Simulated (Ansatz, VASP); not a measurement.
One calculation of SrO, two programs

```
Sr O
1.0
     3.63668    0.00000    0.00000
    -1.81834    3.14946    0.00000
     0.00000    0.00000    6.34687
Sr O
2 2
Cartesian
  0.0000 2.0996 1.6142
  1.8183 1.0498 4.7876
  0.0000 0.0000 -0.1505
  0.0000 0.0000 3.0230
```

Change from the starting cell: mode 8 frozen in at -0.148 Å, equal normal strain along x, y and z +0.0167.

Alike in both runs: task single point; functional PBE; k mesh 9 × 9 × 4; occupations gaussian, width 0.05 eV; no spin polarisation.

|  | VASP | Ansatz |
| --- | --- | --- |
| version | VASP 6.6.1 | Ansatz 0.2.0 |
| potentials or method | VASP PAW PBE potentials, release 64 (Sr_sv, O), cutoff 520 eV | scalar-relativistic, plane waves, PAW |
| valence electrons in the cell | 32 | 32 |

```tsv
	VASP	Ansatz	Ansatz less VASP
gap on the k mesh at the Fermi level (eV)	2.81	2.81	+0.002
least direct gap on the mesh (eV)	2.81	2.81	+0.002
pressure (GPa)	-2.4	-2.8	-0.45
traceless stress, the component that is largest in VASP (GPa)	-0.26	-0.23	+0.026
rms of the force components (eV/Å)	0.158	0.146	-0.0118
```

Atom by atom the forces differ by 0.012 eV/Å (rms over components). The functional is the same, so the differences come from potentials, cutoffs and numerics.
